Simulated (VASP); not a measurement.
Set up this calculation in VASP 6.6.1, as the native input.

- Task: relaxation of cell and atoms
- Functional: PBE
- Potentials or basis: VASP PAW PBE potentials, release 64 (Li_sv, Si)
- Cutoff: 600 eV
- k mesh: 6 × 6 × 6
- Occupations: gaussian, width 0.1 eV
- Spin: no spin polarisation
- Dipole correction: no
- Further INCAR settings: ALGO = Fast; EDIFF = 1e-06; IBRION = 2; EDIFFG = -0.015; NSW = 100; ISIF = 3

The structure of Li2Si3 lies in POSCAR:

```
Li2Si3
1.0
    4.0893226980      0.0209575301      0.1073279149
   -2.0265115956      3.5206715128     -0.0065529696
    0.1327656023      0.0672921582      4.8932025403
Li Si
2 3
Direct
    0.3276472651      0.6829704307      0.1406952821
    0.6579274831      0.3290385165      0.8624067444
   -0.0057254890     -0.0029991509     -0.0031210259
    0.3505443474      0.6750885481      0.6361269158
    0.6696063934      0.3159016556      0.3638920836
```

These files were run (other wordings do the same):

INCAR

```
SYSTEM = Li2Si3
PREC = Accurate
ENCUT = 600
EDIFF = 1E-6
ISMEAR = 0
SIGMA = 0.1
LREAL = .False.
LASPH = .True.
NELM = 80
ALGO = Fast
ISIF = 3
LWAVE = .False.
LCHARG = .False.
GGA = PE
IBRION = 2
NSW = 100
EDIFFG = -0.015
```

KPOINTS

```
Automatic mesh
0
Gamma
  6 6 6
  0 0 0
```

Potentials or basis: VASP PAW PBE potentials, release 64 (Li_sv, Si).

Launch:

```console
$ cat potpaw_PBE.64/Li_sv/POTCAR potpaw_PBE.64/Si/POTCAR > POTCAR
$ mpirun -np 1 vasp_std > vasp.out
```

Results of the run:

```json
{
 "Relaxed volume": "14.43 Å³/atom",
 "Relaxed cell": "a = 4.088 Å, b = 4.032 Å, c = 5.027 Å, α = 90.11°, β = 88.71°, γ = 119.38°",
 "Space group after relaxing (to 0.1 Å)": "C2/m (No. 12)",
 "Energy gained by relaxing": "17.3 meV/atom",
 "Ionic steps": "13",
 "Pressure after relaxing": "0.0 GPa",
 "Largest force after relaxing": "0.012 eV/Å",
 "Band gap on the k mesh": "zero (bands 9 and 10 overlap by 3.43 eV)"
}
```

Caveat: the cutoff is under 1.25 times the usual one of these potentials, so pressure, stress and relaxed cells hold a basis-set (Pulay) error.

It took 32 min on 1 thread of Oxide Virtual Turin-like Processor, on a shared host, peak memory 0.25 GiB.
